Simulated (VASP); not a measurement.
## CO2: single point with r2SCAN

CO2:

```
CELL_PARAMETERS angstrom
2.66929 -2.40317 0.00000
2.66929 2.40317 0.00000
0.00000 0.00000 6.43478
ATOMIC_POSITIONS crystal
C 0.00000 0.00000 0.00000
C 0.50000 0.50000 0.50000
O 0.80511 0.19489 0.89369
O 0.19489 0.80511 0.10631
O 0.69489 0.30511 0.39369
O 0.30511 0.69489 0.60631
```

```yaml
Program: VASP 6.6.1
Task: single point
Functional: r2SCAN
Potentials_or_basis: VASP PAW PBE potentials, release 64 (C, O)
Cutoff: 520 eV
k_mesh: 6 × 6 × 4
Occupations: gaussian, width 0.02 eV
Spin: no spin polarisation
Dipole_correction: no
Further_INCAR_settings: ALGO = Normal; EDIFF = 1e-07; NBANDS = 25
```

The pressure is 2.6 GPa. The largest force is 0.793 eV/Å. The band gap on the k mesh is 7.28 eV (least direct gap 7.81 eV).

Forces on the atoms (eV/Å):
```
C    0.000  0.000  0.000
C    0.000  0.000  0.000
O    0.000  0.640 -0.469
O    0.000 -0.640  0.469
O    0.000 -0.640 -0.469
O    0.000  0.640  0.469
```

Stress tensor (GPa, compression positive):
```
0.24 0.00 0.00
0.00 4.83 0.00
0.00 0.00 2.68
```

Levels at points of the mesh, in eV from the valence-band top:
| k point | band 13 | band 14 | band 15 | band 16 | band 17 | band 18 | band 19 | band 20 |
| --- | --- | --- | --- | --- | --- | --- | --- | --- |
| (0.00, 0.00, 0.00) | -1.02 | -0.97 | -0.65 | -0.53 | 7.28 | 7.83 | 8.50 | 8.60 |
| (0.50, 0.00, 0.00) | -0.72 | -0.72 | -0.30 | -0.30 | 8.36 | 8.36 | 9.36 | 9.36 |
| (0.50, 0.50, 0.00) | -1.04 | -0.62 | -0.31 | 0.00 | 8.58 | 9.72 | 9.75 | 9.89 |
| (0.00, 0.00, 0.50) | -0.84 | -0.84 | -0.74 | -0.74 | 8.20 | 8.20 | 8.46 | 8.46 |
| (0.50, 0.00, 0.50) | -0.79 | -0.79 | -0.26 | -0.26 | 8.44 | 8.44 | 9.43 | 9.43 |
| (0.50, 0.50, 0.50) | -0.69 | -0.69 | -0.29 | -0.29 | 9.19 | 9.19 | 9.73 | 9.73 |

It took 2 min on 1 thread of Intel(R) Xeon(R) 6975P-C (Granite Rapids) (shared host), peak memory 0.22 GiB.

Caveat: the PAW data sets were made with another functional, which shifts forces and pressure a little. A k mesh can miss the band edges.
